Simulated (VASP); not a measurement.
BaTiO3, 5 atoms in the cell. It takes space group P4mm (No. 99, tetragonal). Conventional cell: a = 3.973 Å, b = 3.973 Å, c = 4.173 Å, α = 90.00°, β = 90.00°, γ = 90.00°. Ba (site symmetry 4mm) has 12 O at 2.80 to 2.96 Å and 8 Ti at 3.45 to 3.55 Å within 3.7 Å. Ti (site symmetry 4mm) has 6 O at 1.81 to 2.36 Å within 2.4 Å. O (site symmetry 2mm) has 2 Ti at 2.00 Å within 2.6 Å. O (site symmetry 4mm) has 2 Ti at 1.81 to 2.36 Å within 2.4 Å.  This cell differs from its parent crystal: strain along c alone, the other axes held: +1.5 %, then relaxed in part.

| Item | Value |
| --- | --- |
| Program | VASP 6.6.1 |
| Task | single point |
| Functional | r2SCAN |
| Potentials or basis | VASP PAW PBE potentials, release 64 (Ba_sv, Ti_sv, O) |
| Cutoff | 520 eV |
| k mesh | 8 × 8 × 8 |
| Occupations | gaussian, width 0.02 eV |
| Spin | no spin polarisation |
| Dipole correction | no |
| Further INCAR settings | ALGO = Normal; EDIFF = 1e-06; NBANDS = 28 |

Potentials or basis: VASP PAW PBE potentials, release 64 (Ba_sv, Ti_sv, O).

Run with:

```console
$ cat potpaw_PBE.64/Ba_sv/POTCAR potpaw_PBE.64/Ti_sv/POTCAR potpaw_PBE.64/O/POTCAR > POTCAR
$ cp INCAR.step1 INCAR
$ mpirun -np 1 vasp_std > vasp.out
$ cp INCAR.step2 INCAR
$ mpirun -np 1 vasp_std > vasp.out
```

Hardware: 1 thread of Intel Xeon 8259CL, on a shared host.

Problem. How long does it take, and how much memory?

Solution. It took 11 min on 1 thread of Intel Xeon 8259CL, on a shared host, peak memory 0.28 GiB. Counts: k points 75.
